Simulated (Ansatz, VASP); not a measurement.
**TiC: VASP beside Ansatz**

The input INCAR:

```
SYSTEM = TiC
PREC = Accurate ; ENCUT = 520
EDIFF = 1E-6 ; ISMEAR = -1
SIGMA = 0.15 ; LREAL = .False.
LASPH = .True. ; NELM = 60
ALGO = Normal ; ISIF = 2
LWAVE = .False. ; LCHARG = .False.
GGA = PS ; NBANDS = 15
```

Contents of KPOINTS:

```
regular mesh
0
Gamma
  16 16 16
  0 0 0
```

The input POSCAR:

```
TiC
1.0
    0.0000000000      2.1323919052      2.1323919052
    2.1323919052      0.0000000000      2.1323919052
    2.1323919052      2.1323919052      0.0000000000
Ti C
1 1
Direct
    0.0000000000      0.0000000000      0.0000000000
    0.5000000000      0.5000000000      0.5000000000
```

Input for Ansatz:

```yaml
crystal:
  lattice:
    - [0.0, 2.1323919052, 2.1323919052]
    - [2.1323919052, 0.0, 2.1323919052]
    - [2.1323919052, 2.1323919052, 0.0]
  atoms:
    - { symbol: Ti, position: [0.0, 0.0, 0.0] }
    - { symbol: C, position: [0.5, 0.5, 0.5] }
basis:
  ecutwfc: 420
kpoints:
  mp_grid: { grid: [16, 16, 16] }
hamiltonian:
  xc: pbesol
scf:
  occupations: { method: fermi_dirac, width: 0.15 }
output:
  forces: true
  stress: true
  eigenvalues: true
```

Alike in both runs: task single point; functional PBEsol; k mesh 16 × 16 × 16; occupations fermi-dirac, width 0.15 eV; no spin polarisation.

|  | VASP | Ansatz |
| --- | --- | --- |
| version | VASP 6.6.1 | Ansatz 0.2.0 |
| potentials or method | VASP PAW PBE potentials, release 64 (Ti_sv, C), cutoff 520 eV | scalar-relativistic, plane waves, PAW |
| valence electrons in the cell | 16 | 16 |

|  | VASP | Ansatz | Ansatz less VASP |
| --- | --- | --- | --- |
| gap on the k mesh at the Fermi level (eV) | none | none | - |
| pressure (GPa) | 5.8 | 5.6 | -0.13 |

VASP's potentials were made for PBE, not for PBEsol. A gap of «none» marks a metal or a gap that the smearing closes.
